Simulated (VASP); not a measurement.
# TmH (R-3m) in VASP: relaxation of cell and atoms with PBE

Aim: the relaxation of cell and atoms of TmH with PBE.

Program: VASP 6.6.1. These are calculated values, not measurements. Logs are shortened: lines on timing, memory, paths and dates and some standing lists are left out, and cuts for length are marked.

### 1 The cell of the first run

The structure is trigonal, space group R-3m (No. 166). Conventional cell: a = 3.120 Å, b = 3.120 Å, c = 11.939 Å, α = 90.00°, β = 90.00°, γ = 120.00°. Within 3.5 Å of Tm (site symmetry -3m) lie 6 H at 2.68 Å and 6 Tm at 3.12 Å. Within 3.5 Å of H (site symmetry -3m) lie 6 Tm at 2.68 Å and 6 H at 3.12 Å.

The cell was generated, and may not be a known phase.

### 2 Relaxation of cell and atoms, PBE

Input file INCAR:

```
ALGO = Normal
EDIFF = 1E-7
EDIFFG = -0.01
ENCUT = 500
GGA = PE
GGA_COMPAT = False
IBRION = 2
ISIF = 3
ISMEAR = 0
LASPH = True
LCHARG = False
LMAXMIX = 6
LREAL = False
LWAVE = False
NELM = 200
NELMIN = 4
NSW = 100
PREC = Accurate
SIGMA = 0.1
```

Input file KPOINTS:

```
k-points
0
Gamma
  24 24 24
```

Input file POSCAR:

```
TmH
1.0
    1.5601830700      0.9007721100      3.9796364000
   -1.5601830700      0.9007721100      3.9796364000
    0.0000000000     -1.8015442300      3.9796364000
Tm H
1 1
Direct
    0.0000000000      0.0000000000      0.0000000000
    0.5000000000      0.5000000000      0.5000000000
```

Potentials or basis: VASP PAW PBE potentials, release 64 (Tm_3, H), 4f in core.

Started as:

```
cat potpaw_PBE.64/Tm_3/POTCAR potpaw_PBE.64/H/POTCAR > POTCAR
mpirun -np 1 vasp_std > vasp.out
```

OUTCAR:

```text
EDIFF = 1E-7
   EDIFFG = -0.01
   ENCUT = 500
   GGA = PE
   IBRION = 2
   ISIF = 3
   ISMEAR = 0
   LASPH = True
   LREAL = False
   NELM = 200
   NELMIN = 4
   NSW = 100
   PREC = Accurate

 ion  position               nearest neighbor table
   1  0.000  0.000  0.000-
   2  0.500  0.500  0.500-

  LATTYP: Found a trigonal (rhomboedric) cell.
 ALAT       =     4.3684170454
 COS(alpha) =     0.7448868003

  Lattice vectors:

 A1 = (   1.5601830700,   0.9007721100,   3.9796364000)
 A2 = (  -1.5601830700,   0.9007721100,   3.9796364000)
 A3 = (   0.0000000000,  -1.8015442300,   3.9796364000)

Analysis of symmetry for initial positions (statically):
=====================================================================
 Subroutine PRICEL returns:
 Original cell was already a primitive cell.

 Routine SETGRP: Setting up the symmetry group for a
 trigonal (rhombohedral) supercell.

 Subroutine GETGRP returns: Found 12 space group operations
 (whereof 12 operations were pure point group operations)
 out of a pool of 12 trial point group operations.

The static configuration has the point symmetry D_3d.

Analysis of symmetry for dynamics (positions and initial velocities):
=====================================================================
 Subroutine PRICEL returns:
 Original cell was already a primitive cell.

 Routine SETGRP: Setting up the symmetry group for a
 trigonal (rhombohedral) supercell.

 Subroutine GETGRP returns: Found 12 space group operations
 (whereof 12 operations were pure point group operations)
 out of a pool of 12 trial point group operations.

The dynamic configuration has the point symmetry D_3d.

 Subroutine INISYM returns: Found 12 space group operations
 (whereof 12 operations are pure point group operations),
 and found     1 'primitive' translations

----------------------------------------------------------------------------------------

                                     Primitive cell

  volume of cell :      33.5572

  direct lattice vectors                    reciprocal lattice vectors
     1.560183070  0.900772110  3.979636400     0.320475212  0.185026450  0.083759746
    -1.560183070  0.900772110  3.979636400    -0.320475212  0.185026450  0.083759746
     0.000000000 -1.801544230  3.979636400     0.000000000 -0.370052901  0.083759746

  length of vectors
     4.368417045  4.368417045  4.368417046     0.379413816  0.379413816  0.379413817

  position of ions in fractional coordinates (direct lattice)
     0.000000000  0.000000000  0.000000000
     0.500000000  0.500000000  0.500000000

  ion indices of the primitive-cell ions
   primitive index   ion index
                 1           1
                 2           2

----------------------------------------------------------------------------------------

 KPOINTS: k-points

Automatic generation of k-mesh.
 Grid dimensions read from file:
 generate k-points for:   24   24   24

 Generating k-lattice:

  Cartesian coordinates                     Fractional coordinates (reciprocal lattice)
     0.013353134  0.007709435  0.003489989     0.041666667 -0.000000000  0.000000000
    -0.013353134  0.007709435  0.003489989    -0.000000000  0.041666667  0.000000000
     0.000000000 -0.015418871  0.003489989     0.000000000  0.000000000  0.041666667

  Length of vectors
     0.015808909  0.015808909  0.015808909

  Shift w.r.t. Gamma in fractional coordinates (k-lattice)
     0.000000000  0.000000000  0.000000000

 Subroutine IBZKPT returns following result:
 ===========================================

 Found   1313 irreducible k-points:

 Following reciprocal coordinates:
            Coordinates               Weight
  0.000000  0.000000  0.000000      1.000000
  0.041667 -0.000000  0.000000      6.000000
  0.083333 -0.000000  0.000000      6.000000
  0.125000  0.000000  0.000000      6.000000
  0.166667  0.000000  0.000000      6.000000
  0.208333  0.000000  0.000000      6.000000
[... 16 lines left out ...]
  0.416667  0.041667 -0.000000     12.000000
  0.458333  0.041667  0.000000     12.000000
 [... further k-points ...]
   k-points           NKPTS =   1313   k-points in BZ     NKDIM =   1313   number of bands    NBANDS=      9
   number of dos      NEDOS =    301   number of ions     NIONS =      2
   total plane-waves  NPLWV =  32768
   dimension x,y,z NGX =    32 NGY =   32 NGZ =   32
   dimension x,y,z NGXF=    64 NGYF=   64 NGZF=   64
   ions per type =               1   1
   NGX,Y,Z   is equivalent  to a cutoff of  12.18, 12.18, 12.18 a.u.
   NGXF,Y,Z  is equivalent  to a cutoff of  24.36, 24.36, 24.36 a.u.
 SYSTEM =  unknown system
   PREC   = accura    normal or accurate (medium, high low for compatibility)
   ISTART =      0    job   : 0-new  1-cont  2-samecut
   ICHARG =      2    charge: 1-file 2-atom 10-const
   ISPIN  =      1    spin polarized calculation?
   LNONCOLLINEAR =      F non collinear calculations
   LSORBIT =      F    spin-orbit coupling
   LASPH  =      T    aspherical Exc in radial PAW
   ENCUT  =  500.0 eV  36.75 Ry    6.06 a.u.   7.96  7.96  7.96*2*pi/ulx,y,z
   NELM   =    200;   NELMIN=  4; NELMDL= -5     # of ELM steps
   EDIFF  = 0.1E-06   stopping-criterion for ELM
   LREAL  =      F    real-space projection
   EDIFFG = -.1E-01   stopping-criterion for IOM
   NSW    =    100    number of steps for IOM
   IBRION =      2    ionic relax: 0-MD 1-quasi-New 2-CG
   NFREE  =      1    steps in history (QN), initial steepest desc. (CG)
   ISIF   =      3    stress and relaxation
   ISYM   =      2    0-nonsym 1-usesym 2-fastsym
   POTIM  = 0.5000    time-step for ionic-motion
   TEBEG  =    0.0;   TEEND  =   0.0 temperature during run
   PSTRESS=    0.0 pullay stress
   NELECT =      10.0000    total number of electrons
   NUPDOWN=      -1.0000    fix difference up-down
   EMIN   =  10.00;   EMAX   =-10.00  energy-range for DOS
   EFERMI =   0.00;   METHOD = LEGACY
   ISMEAR =     0;   SIGMA  =   0.10  broadening in eV -4-tet -1-fermi 0-gaus
   EFERMI_NEDOS =   21; number of points for ismear=-14 and -15
   IALGO  =     38    algorithm
   IMIX   =      4    mixing-type and parameters
     AMIX     =   0.40;   BMIX     =  1.00
     AMIX_MAG =   1.60;   BMIX_MAG =  1.00
  volume/ion in A,a.u.               =      16.78       113.23
  Fermi-wavevector in a.u.,A,eV,Ry     =   1.093486  2.066388 16.268636  1.195711
  Thomas-Fermi vector in A             =   2.229772
   LORBIT       =      0    0 simple, 1 ext, 2 COOP (PROOUT), +10 PAW based schemes
   GGA     = PE    functional components
   LHFCALC =     F    Hartree Fock is set to
   AEXX    =    0.0000 exact exchange contribution
   IVDW    =     0    specifies the selected vdW correction
   LEPSILON=     F    determine dielectric tensor
   LRPA    =     F    only Hartree local field effects (RPA)
 conjugate gradient relaxation of ions
 non-spin polarized calculation
 Gauss-broadening in eV      SIGMA  =   0.10
  energy-cutoff  :      500.00
  volume of cell :       33.56
 maximum number of plane-waves:       872
   NGX = 15   NGY = 15   NGZ = 15

--------------------------------------- Ionic step        1  -------------------------------------------

 number of electron      10.0000000 magnetization

 Free energy of the ion-electron system (eV)
  ---------------------------------------------------
  ext. energy  EPLUGINS =         0.00000000
  ---------------------------------------------------
  free energy    TOTEN  =        -7.61845658 eV

  energy without entropy =       -7.61327626  energy(sigma->0) =       -7.61586642

------------------------ aborting loop because EDIFF is reached ----------------------------------------

  FORCE on cell =-STRESS in cart. coord.  units (eV):
  Direction    XX          YY          ZZ          XY          YZ          ZX
  --------------------------------------------------------------------------------------
  -------------------------------------------------------------------------------------
  Total        1.3472892      1.3472892     -3.5703725      0.0000000      0.0000000      0.0000000
  in kB       64.3259613     64.3259610   -170.4664730      0.0000000      0.0000001      0.0000000
  external PRESSURE =     -13.9381836 kB  Pullay stress =       0.0000000 kB
[... 21 lines left out ...]
  energy  without entropy=       -7.6132762558  energy(sigma->0) =       -7.61586642

--------------------------------------- Ionic step        2  -------------------------------------------

 number of electron      10.0000000 magnetization

 E-fermi :   3.1520     XC(G=0):  -9.9466

 val. band max:        3.1516859450   @ k =  -0.3333   0.1250   0.0417
 cond. band min:       3.1587612851   @ k =   0.3333   0.1667   0.0000
 fundamental gap:      0.0070753401
 Fermi energy:         3.1519755800

 k-point     1 :       0.0000    0.0000    0.0000
  band No.  band energies     occupation
      1     -22.4704      2.00000
      2     -21.9344      2.00000
      3     -21.9344      2.00000
      4      -4.6110      2.00000
      5       2.2260      2.00000
      6       5.5787      0.00000
      7       5.5787      0.00000
      8       8.1456      0.00000
      9       8.4662      0.00000
[... 265 lines left out ...]
 k-point    24 :       0.4583    0.0417    0.0000
  band No.  band energies     occupation
      1     -22.8112      2.00000
      2     -22.3816      2.00000
      3     -22.1407      2.00000
      4      -0.9485      2.00000
      5       1.1157      2.00000
      6       2.9718      1.98916
      7       6.0441      0.00000
      8       6.2435      0.00000
      9       8.2441      0.00000

 [... further k-points ...]

------------------------ aborting loop because EDIFF is reached ----------------------------------------

  FORCE on cell =-STRESS in cart. coord.  units (eV):
  Direction    XX          YY          ZZ          XY          YZ          ZX
  --------------------------------------------------------------------------------------
  -------------------------------------------------------------------------------------
  Total        0.3152955      0.3152955     -2.9192143      0.0000000      0.0000000      0.0000000
  in kB       15.4516993     15.4516993   -143.0620632      0.0000000      0.0000001      0.0000000
  external PRESSURE =     -37.3862215 kB  Pullay stress =       0.0000000 kB
[... 237 lines left out ...]
  energy  without entropy=       -8.4842665982  energy(sigma->0) =       -8.48748362

--------------------------------------- Ionic step        9  -------------------------------------------

 number of electron      10.0000000 magnetization

 Free energy of the ion-electron system (eV)
  ---------------------------------------------------
  ext. energy  EPLUGINS =         0.00000000
  ---------------------------------------------------
  free energy    TOTEN  =        -8.49129209 eV

  energy without entropy =       -8.48464903  energy(sigma->0) =       -8.48797056

 E-fermi :   4.0019     XC(G=0): -10.6024

 val. band max:        3.9939715214   @ k =   0.2917   0.2083   0.2083
 cond. band min:       4.0104256049   @ k =  -0.3333   0.3750   0.2083
 fundamental gap:      0.0164540835
 Fermi energy:         4.0018779029

 k-point     1 :       0.0000    0.0000    0.0000
  band No.  band energies     occupation
      1     -21.0516      2.00000
      2     -21.0516      2.00000
      3     -21.0514      2.00000
      4      -4.6124      2.00000
      5       5.8374      0.00000
      6       5.8374      0.00000
      7       5.8392      0.00000
      8       8.3027      0.00000
      9       8.3027      0.00000
[... 265 lines left out ...]
 k-point    24 :       0.4583    0.0417    0.0000
  band No.  band energies     occupation
      1     -21.7590      2.00000
      2     -21.1445      2.00000
      3     -21.1440      2.00000
      4      -0.8515      2.00000
      5       1.2274      2.00000
      6       5.2565      0.00000
      7       5.3608      0.00000
      8       9.5593      0.00000
      9      10.1811      0.00000

 [... further k-points ...]

------------------------ aborting loop because EDIFF is reached ----------------------------------------

  FORCE on cell =-STRESS in cart. coord.  units (eV):
  Direction    XX          YY          ZZ          XY          YZ          ZX
  --------------------------------------------------------------------------------------
  -------------------------------------------------------------------------------------
  Total       -0.0084646     -0.0084646      0.0182823      0.0000000     -0.0000000      0.0000000
  in kB       -0.4774995     -0.4774995      1.0313287      0.0000000     -0.0000000      0.0000000
  external PRESSURE =       0.0254432 kB  Pullay stress =       0.0000000 kB
[... 17 lines left out ...]
  FREE ENERGIE OF THE ION-ELECTRON SYSTEM (eV)
  ---------------------------------------------------
  free  energy   TOTEN  =        -8.4912920887 eV

  energy  without entropy=       -8.4846490257  energy(sigma->0) =       -8.48797056

 reached required accuracy - stopping structural energy minimisation
```

Wall time 30 min (1 thread of AMD EPYC 9R45 (Zen 5), shared host); peak memory 0.58 GiB.

What came out:

| Item | Value |
| --- | --- |
| Free energy | -8.4913 eV |
| Relaxed volume | 14.20 Å³/atom |
| Relaxed cell | a = 3.425 Å, b = 3.425 Å, c = 3.425 Å, α = 60.01°, β = 60.01°, γ = 60.01° |
| Space group after relaxing (to 0.1 Å) | Fm-3m (No. 225) |
| Energy gained by relaxing | 436.4 meV/atom |
| Ionic steps | 9 |
| Pressure after relaxing | 0.0 GPa |
| Band gap on the k mesh | zero (bands 5 and 6 overlap by 2.28 eV) |

Stress tensor (GPa, compression positive):
```
-0.05  0.00  0.00
 0.00 -0.05  0.00
 0.00  0.00  0.10
```

The path:
| step | energy change (eV) | largest force (eV/Å) | pressure (GPa) | volume (Å³) |
| --- | --- | --- | --- | --- |
| 1 | 0.0000 | 0.0000 | -1.39 | 33.56 |
| 2 | -0.3398 | 0.0000 | -3.74 | 32.69 |
| 3 | -0.6964 | 0.0000 | -4.38 | 31.09 |
| 4 | -0.4206 | 0.0000 | 8.55 | 26.11 |
| 5 | -0.8592 | 0.0000 | -2.68 | 29.61 |
| 6 | -0.8672 | 0.0000 | -1.87 | 29.21 |
| 7 | -0.8664 | 0.0000 | -2.13 | 29.34 |
| 8 | -0.8722 | 0.0000 | 0.69 | 28.13 |
| 9 | -0.8728 | 0.0000 | 0.00 | 28.40 |

Final structure:
```yaml
crystal:
  lattice:
    - [1.71241, 0.98866, 2.79601]
    - [-1.71241, 0.98866, 2.79601]
    - [0.00000, -1.97732, 2.79601]
  atoms:
    - { symbol: Tm, position: [0.00000, 0.00000, 0.00000] }
    - { symbol: H, position: [0.50000, 0.50000, 0.50000] }
```

Caveat: the volume moved by over 15 % at a fixed basis, so the end points are rough; spin-orbit coupling is left out, which moves the levels of the heavy elements; the 4f electrons are frozen in the core, so they carry no moment and show no levels. Spin polarisation is off, so any magnetic state and its effect on volume and gap are missing.
